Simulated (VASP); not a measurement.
# MoS2 (P-3m1) in VASP: notebook

The runs below take MoS2 through single point, with r2SCAN.

All numbers are computed with VASP 6.6.1; they aren't measurements. Logs are shortened: lines on timing, memory, paths and dates and some standing lists are left out, and cuts for length are marked.

## 1. The cell of the first run

It takes space group P-3m1 (No. 164, trigonal). Conventional cell: a = 3.254 Å, b = 3.254 Å, c = 6.271 Å, α = 90.00°, β = 90.00°, γ = 120.00°. Mo (site symmetry -3m) has 6 S at 2.42 Å within 3.2 Å. S (site symmetry 3m) has 3 Mo at 2.42 Å within 3.2 Å.

## 2. Single point, r2SCAN

The input, POSCAR:

```
MoS2
1.0
    3.2541429716      0.0000000000      0.0000000000
   -1.6270709817      2.8181697955      0.0000000000
    0.0000000000      0.0000000000      6.2712899739
Mo S
1 2
Direct
    0.0000000000      0.0000000000      0.5000000000
    0.3333333333      0.6666666667      0.2578236638
    0.6666666667      0.3333333333      0.7421763362
```

The input, INCAR.step1:

```
ALGO = Normal
EDIFF = 1E-4
ENCUT = 520
GGA = PE
ISMEAR = 0
LASPH = T
LCHARG = F
LREAL = F
LWAVE = T
NBANDS = 20
NELM = 100
PREC = Accurate
SIGMA = 0.1
```

The input, INCAR.step2:

```
ALGO = Normal
EDIFF = 1E-6
ENCUT = 520
ISIF = 2
ISMEAR = 0
ISTART = 1
LASPH = T
LCHARG = T
LELF = T
LMIXTAU = T
LREAL = F
LVHAR = T
LWAVE = F
METAGGA = R2SCAN
NBANDS = 20
NELM = 100
PREC = Accurate
SIGMA = 0.1
```

The input, KPOINTS:

```
k-points
0
Gamma
  4 4 2
```

Potentials or basis: VASP PAW PBE potentials, release 64 (Mo_sv, S).

Command:

```console
> cat potpaw_PBE.64/Mo_sv/POTCAR potpaw_PBE.64/S/POTCAR > POTCAR
> cp INCAR.step1 INCAR
> mpirun -np 1 vasp_std > vasp.out
> cp INCAR.step2 INCAR
> mpirun -np 1 vasp_std > vasp.out
```

OUTCAR:

```text
EDIFF = 1E-6
   ENCUT = 520
   ISIF = 2
   ISMEAR = 0
   ISTART = 1
   LASPH = T
   LREAL = F
   METAGGA = R2SCAN
   NELM = 100
   PREC = Accurate

 ion  position               nearest neighbor table
   1  0.000  0.000  0.500-   2 2.42   3 2.42   3 2.42   2 2.42   3 2.42   2 2.42
   2  0.333  0.667  0.258-   1 2.42   1 2.42   1 2.42
   3  0.667  0.333  0.742-   1 2.42   1 2.42   1 2.42

  LATTYP: Found a hexagonal cell.
 ALAT       =     3.2541429716
 C/A-ratio  =     1.9271710028

  Lattice vectors:

 A1 = (   3.2541429716,   0.0000000000,   0.0000000000)
 A2 = (  -1.6270709817,   2.8181697955,   0.0000000000)
 A3 = (   0.0000000000,   0.0000000000,   6.2712899739)

Analysis of symmetry for initial positions (statically):
=====================================================================
 Subroutine PRICEL returns:
 Original cell was already a primitive cell.

 Routine SETGRP: Setting up the symmetry group for a
 hexagonal supercell.

 Subroutine GETGRP returns: Found 12 space group operations
 (whereof 12 operations were pure point group operations)
 out of a pool of 24 trial point group operations.

The static configuration has the point symmetry D_3d.

Analysis of symmetry for dynamics (positions and initial velocities):
=====================================================================
 Subroutine PRICEL returns:
 Original cell was already a primitive cell.

 Routine SETGRP: Setting up the symmetry group for a
 hexagonal supercell.

 Subroutine GETGRP returns: Found 12 space group operations
 (whereof 12 operations were pure point group operations)
 out of a pool of 24 trial point group operations.

The dynamic configuration has the point symmetry D_3d.

 Subroutine INISYM returns: Found 12 space group operations
 (whereof 12 operations are pure point group operations),
 and found     1 'primitive' translations

----------------------------------------------------------------------------------------

                                     Primitive cell

  volume of cell :      57.5123

  direct lattice vectors                    reciprocal lattice vectors
     3.254142972  0.000000000  0.000000000     0.307300573  0.177420057  0.000000000
    -1.627070982  2.818169795  0.000000000     0.000000000  0.354840223  0.000000000
     0.000000000  0.000000000  6.271289974     0.000000000  0.000000000  0.159456827

  length of vectors
     3.254142972  3.254142126  6.271289974     0.354840131  0.354840223  0.159456827

  position of ions in fractional coordinates (direct lattice)
     0.000000000  0.000000000  0.500000000
     0.333333333  0.666666667  0.257823664
     0.666666667  0.333333333  0.742176336

  ion indices of the primitive-cell ions
   primitive index   ion index
                 1           1
                 2           2
                 3           3

----------------------------------------------------------------------------------------

 KPOINTS: k-points

Automatic generation of k-mesh.
 Grid dimensions read from file:
 generate k-points for:    4    4    2

 Generating k-lattice:

  Cartesian coordinates                     Fractional coordinates (reciprocal lattice)
     0.076825143  0.044355014  0.000000000     0.250000000  0.000000000  0.000000000
     0.000000000  0.088710056  0.000000000     0.000000000  0.250000000  0.000000000
     0.000000000  0.000000000  0.079728413     0.000000000  0.000000000  0.500000000

  Length of vectors
     0.088710033  0.088710056  0.079728413

  Shift w.r.t. Gamma in fractional coordinates (k-lattice)
     0.000000000  0.000000000  0.000000000

 Subroutine IBZKPT returns following result:
 ===========================================

 Found      8 irreducible k-points:

 Following reciprocal coordinates:
            Coordinates               Weight
  0.000000  0.000000  0.000000      1.000000
  0.250000 -0.000000  0.000000      6.000000
  0.500000 -0.000000  0.000000      3.000000
  0.250000  0.250000  0.000000      6.000000
  0.000000  0.000000  0.500000      1.000000
  0.250000 -0.000000  0.500000      6.000000
  0.500000 -0.000000  0.500000      3.000000
  0.250000  0.250000  0.500000      6.000000
   k-points           NKPTS =      8   k-points in BZ     NKDIM =      8   number of bands    NBANDS=     20
   number of dos      NEDOS =    301   number of ions     NIONS =      3
   total plane-waves  NPLWV =  27648
   dimension x,y,z NGX =    24 NGY =   24 NGZ =   48
   dimension x,y,z NGXF=    48 NGYF=   48 NGZF=   96
   ions per type =               1   2
   NGX,Y,Z   is equivalent  to a cutoff of  12.26, 12.26, 12.72 a.u.
   NGXF,Y,Z  is equivalent  to a cutoff of  24.52, 24.52, 25.45 a.u.
 SYSTEM =  unknown system
   PREC   = accura    normal or accurate (medium, high low for compatibility)
   ISTART =      1    job   : 0-new  1-cont  2-samecut
   ICHARG =      0    charge: 1-file 2-atom 10-const
   ISPIN  =      1    spin polarized calculation?
   LNONCOLLINEAR =      F non collinear calculations
   LSORBIT =      F    spin-orbit coupling
   LASPH  =      T    aspherical Exc in radial PAW
   ENCUT  =  520.0 eV  38.22 Ry    6.18 a.u.   6.05  6.05 11.66*2*pi/ulx,y,z
   NELM   =    100;   NELMIN=  2; NELMDL=  0     # of ELM steps
   EDIFF  = 0.1E-05   stopping-criterion for ELM
   LREAL  =      F    real-space projection
   EDIFFG = 0.1E-04   stopping-criterion for IOM
   NSW    =      0    number of steps for IOM
   IBRION =     -1    ionic relax: 0-MD 1-quasi-New 2-CG
   NFREE  =      0    steps in history (QN), initial steepest desc. (CG)
   ISIF   =      2    stress and relaxation
   ISYM   =      2    0-nonsym 1-usesym 2-fastsym
   POTIM  = 0.5000    time-step for ionic-motion
   TEBEG  =    0.0;   TEEND  =   0.0 temperature during run
   PSTRESS=    0.0 pullay stress
   NELECT =      26.0000    total number of electrons
   NUPDOWN=      -1.0000    fix difference up-down
   EMIN   =  10.00;   EMAX   =-10.00  energy-range for DOS
   EFERMI =   0.00;   METHOD = LEGACY
   ISMEAR =     0;   SIGMA  =   0.10  broadening in eV -4-tet -1-fermi 0-gaus
   EFERMI_NEDOS =   21; number of points for ismear=-14 and -15
   IALGO  =     38    algorithm
   IMIX   =      4    mixing-type and parameters
     AMIX     =   0.40;   BMIX     =  1.00
     AMIX_MAG =   1.60;   BMIX_MAG =  1.00
  volume/ion in A,a.u.               =      19.17       129.37
  Fermi-wavevector in a.u.,A,eV,Ry     =   1.256451  2.374349 21.479114  1.578670
  Thomas-Fermi vector in A             =   2.390159
   LORBIT       =      0    0 simple, 1 ext, 2 COOP (PROOUT), +10 PAW based schemes
   METAGGA = R2SCAN    functional components
   LHFCALC =     F    Hartree Fock is set to
   AEXX    =    0.0000 exact exchange contribution
   IVDW    =     0    specifies the selected vdW correction
   LEPSILON=     F    determine dielectric tensor
   LRPA    =     F    only Hartree local field effects (RPA)
 non-spin polarized calculation
 Gauss-broadening in eV      SIGMA  =   0.10
  energy-cutoff  :      520.00
  volume of cell :       57.51
 maximum number of plane-waves:      1562
   NGX = 13   NGY = 13   NGZ = 23

 number of electron      26.0000000 magnetization

 Free energy of the ion-electron system (eV)
  ---------------------------------------------------
  ext. energy  EPLUGINS =         0.00000000
  ---------------------------------------------------
  free energy    TOTEN  =       -44.08373084 eV

  energy without entropy =      -44.06281650  energy(sigma->0) =      -44.07327367

 E-fermi :   6.6959     XC(G=0): -11.0219

 val. band max:        6.6573939265   @ k =   0.2500   0.2500   0.5000
 cond. band min:       6.7776354812   @ k =   0.0000   0.0000   0.5000
 fundamental gap:      0.1202415547
 Fermi energy:         6.6958744818

 k-point     1 :       0.0000    0.0000    0.0000
  band No.  band energies     occupation
      1     -57.1114      2.00000
      2     -30.4018      2.00000
      3     -30.4018      2.00000
      4     -30.3919      2.00000
      5      -8.7890      2.00000
      6      -7.2392      2.00000
[... 12 lines left out ...]
     19      13.5602      0.00000
     20      16.7108      0.00000

 k-point     2 :       0.2500   -0.0000    0.0000
  band No.  band energies     occupation
      1     -57.0959      2.00000
      2     -30.5638      2.00000
      3     -30.4392      2.00000
      4     -30.3584      2.00000
      5      -7.9328      2.00000
      6      -7.1043      2.00000
[... 12 lines left out ...]
     19      14.9618      0.00000
     20      15.4331      0.00000

 k-point     3 :       0.5000   -0.0000    0.0000
  band No.  band energies     occupation
      1     -57.0804      2.00000
      2     -30.7217      2.00000
      3     -30.4762      2.00000
      4     -30.3248      2.00000
      5      -7.2174      2.00000
      6      -6.5177      2.00000
[... 12 lines left out ...]
     19      14.0500      0.00000
     20      15.5833      0.00000

 k-point     4 :       0.2500    0.2500    0.0000
  band No.  band energies     occupation
      1     -57.0804      2.00000
      2     -30.6611      2.00000
      3     -30.5386      2.00000
      4     -30.3249      2.00000
      5      -6.9017      2.00000
      6      -6.8804      2.00000
[... 12 lines left out ...]
     19      15.3964      0.00000
     20      16.1022      0.00000

 k-point     5 :       0.0000    0.0000    0.5000
  band No.  band energies     occupation
      1     -57.1114      2.00000
      2     -30.4018      2.00000
      3     -30.4018      2.00000
      4     -30.3919      2.00000
      5      -8.6070      2.00000
      6      -7.5361      2.00000
[... 12 lines left out ...]
     19      15.1849      0.00000
     20      16.2941      0.00000

 k-point     6 :       0.2500   -0.0000    0.5000
  band No.  band energies     occupation
      1     -57.0959      2.00000
      2     -30.5638      2.00000
      3     -30.4392      2.00000
      4     -30.3585      2.00000
      5      -7.7748      2.00000
      6      -7.3000      2.00000
[... 12 lines left out ...]
     19      14.6623      0.00000
     20      15.6141      0.00000

 k-point     7 :       0.5000   -0.0000    0.5000
  band No.  band energies     occupation
      1     -57.0804      2.00000
      2     -30.7216      2.00000
      3     -30.4762      2.00000
      4     -30.3248      2.00000
      5      -7.2774      2.00000
      6      -6.4319      2.00000
[... 12 lines left out ...]
     19      13.1290      0.00000
     20      13.9532      0.00000

 k-point     8 :       0.2500    0.2500    0.5000
  band No.  band energies     occupation
      1     -57.0804      2.00000
      2     -30.6611      2.00000
      3     -30.5386      2.00000
      4     -30.3250      2.00000
      5      -6.9886      2.00000
      6      -6.7890      2.00000
[... 12 lines left out ...]
     19      14.6052      0.00000
     20      15.8262      0.00000

------------------------ aborting loop because EDIFF is reached ----------------------------------------

  FORCE on cell =-STRESS in cart. coord.  units (eV):
  Direction    XX          YY          ZZ          XY          YZ          ZX
  --------------------------------------------------------------------------------------
  -------------------------------------------------------------------------------------
  Total        0.5602637      0.5602635     -0.2395664      0.0000001      0.0000000     -0.0000000
  in kB       15.6078268     15.6078192     -6.6738408      0.0000028      0.0000000     -0.0000000
  external PRESSURE =       8.1806017 kB  Pullay stress =       0.0000000 kB

 VOLUME and BASIS-vectors are now :
 -----------------------------------------------------------------------------
  energy-cutoff  :      520.00
  volume of cell :       57.51
      direct lattice vectors                 reciprocal lattice vectors
     3.254142972  0.000000000  0.000000000     0.307300573  0.177420057  0.000000000
    -1.627070982  2.818169795  0.000000000     0.000000000  0.354840223  0.000000000
     0.000000000  0.000000000  6.271289974     0.000000000  0.000000000  0.159456827

 POSITION                                       TOTAL-FORCE (eV/Angst)
 -----------------------------------------------------------------------------------
      0.00000      0.00000      3.13564         0.000000      0.000000      0.000000
      0.00000      1.87878      1.61689         0.000000      0.000000      0.017341
      1.62707      0.93939      4.65440        -0.000000      0.000000     -0.017341
 -----------------------------------------------------------------------------------
    total drift:                                0.000000      0.000000     -0.000000

  FREE ENERGIE OF THE ION-ELECTRON SYSTEM (eV)
  ---------------------------------------------------
  free  energy   TOTEN  =       -44.0837308375 eV

  energy  without entropy=      -44.0628165039  energy(sigma->0) =      -44.07327367
```

It took 82 s on 1 thread of AMD EPYC 7R13, shared host; peak memory 0.14 GiB.

What came out:

```yaml
Free_energy: -44.0837 eV
Pressure: 0.8 GPa
Largest_force: 0.017 eV/Å
Band_gap_on_the_k_mesh: zero (band 13 reaches 6.66 eV, above the bottom of band 14 at 6.14 eV)
```

Forces in eV/Å, atoms in the order of the input:
```
Mo   0.000  0.000  0.000
S    0.000  0.000  0.017
S    0.000  0.000 -0.017
```

Caveat: the k points lie up to 0.56 Å⁻¹ apart; the PAW data sets were made with another functional, which shifts forces and pressure a little.

[end of part 1 of 2]
